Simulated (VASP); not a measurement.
Wanted: the native input for a VASP 6.6.1 run.

| Quantity | Value |
| --- | --- |
| Task | electric field gradients |
| Functional | PBEsol |
| Potentials or basis | VASP PAW PBE potentials, release 64 (In_d, Sb_d_GW) |
| Cutoff | 400 eV |
| k mesh | 9 × 8 × 15 |
| Occupations | fermi-dirac, width 0.05 eV |
| Spin | no spin polarisation |
| Dipole correction | no |
| Further INCAR settings | ALGO = Normal; EDIFF = 1e-08; NBANDS = 36 |

The structure of InSb lies in POSCAR:

```
InSb
1.0
    5.3570000000      0.0000000000      0.0000000000
    0.0000000000      5.7120000000      0.0000000000
    0.0000000000      0.0000000000      3.0630000000
In Sb
2 2
Direct
    0.0000000000      0.0000000000      0.1722389182
    0.5000000000      0.5000000000     -0.1722389182
    0.5000000000      0.0000000000      0.7149606498
    0.0000000000      0.5000000000      0.2850393502
```

One way to write it, as run:

INCAR

```
PREC = Accurate ; ENCUT = 400
EDIFF = 1E-8 ; ISMEAR = -1
SIGMA = 0.05 ; LREAL = F
LASPH = T ; NELM = 120
ALGO = Normal ; ISIF = 2
LWAVE = F ; LCHARG = F
GGA = PS ; LEFG = T
NBANDS = 36 ; GGA_COMPAT = F
```

KPOINTS

```
Automatic mesh
0
Gamma
  9 8 15
```

Potentials or basis: VASP PAW PBE potentials, release 64 (In_d, Sb_d_GW).

Command:

```console
$ cat potpaw_PBE.64/In_d/POTCAR potpaw_PBE.64/Sb_d_GW/POTCAR > POTCAR
$ mpirun -np 1 vasp_std > vasp.out
```

It gave:

```yaml
Pressure: 9.5 GPa
Largest_force: 0.011 eV/Å
Band_gap_on_the_k_mesh: zero (bands 28 and 29 overlap by 3.71 eV)
Largest_electric_field_gradient_by_atom: In -55.6; Sb +113.4 V/Å²
```

Caveat: the cell stands under pressure; without QUAD_EFG the Cq values of the log hold for a quadrupole moment of 1 mb, not for the nuclei; the PAW data sets were made with another functional, which shifts forces and pressure a little; spin-orbit coupling is left out, which moves the levels of the heavy elements.

Wall time 3 min on 1 thread of Intel(R) Xeon(R) 6975P-C (Granite Rapids), with other jobs on the host, peak memory 0.52 GiB.
